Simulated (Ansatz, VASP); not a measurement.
Two plane-wave programs on Li3Si2N

```xyz
6
Lattice="2.9459 0.0000 0.0000 -1.4729 2.5512 0.0000 0.0000 0.0000 8.1054" Properties=species:S:1:pos:R:3 pbc="T T T"
Li    1.4729    0.8504    6.2971
Li    0.0000    1.7008    1.8083
Li    0.0000    0.0000    4.0527
Si    1.4729    0.8504    2.9049
Si    0.0000    1.7008    5.2005
N     0.0000    0.0000    0.0000
```

Change from the starting cell: species swapped into the Li2AgF3 type (P-3m1, No. 164).

Alike in both runs: task single point; functional PBE; k mesh 6 × 6 × 2; occupations gaussian, width 0.1 eV; collinear spin.

```csv
,VASP,Ansatz
version,VASP 6.6.1,Ansatz 0.2.0
potentials or method,"VASP PAW PBE potentials, release 64 (Li_sv, Si, N), cutoff 520 eV","scalar-relativistic, plane waves, PAW"
valence electrons in the cell,22,22
```

|  | VASP | Ansatz | Ansatz less VASP |
| --- | --- | --- | --- |
| gap on the k mesh at the Fermi level (eV) | none | none | - |
| rms of the force components (eV/Å) | 2.013 | 1.994 | -0.0191 |
| net moment per atom (μB) | 0.23 | 0.23 | +0.001 |
| size of the moment on the site where the two differ most (μB) | 0.93 | 1.20 | +0.269 |

Site moments also hang on the region over which each program counts them. Atom by atom the forces differ by 0.019 eV/Å (rms over components). A gap of «none» marks a metal or a gap that the smearing closes. The functional is the same, so the differences come from potentials, cutoffs and numerics.

The k mesh is coarse, so the values compare programs but aren't converged. Noted on VASP's run: the cutoff is under 1.25 times that of the potentials, so the pressure is a little rough.
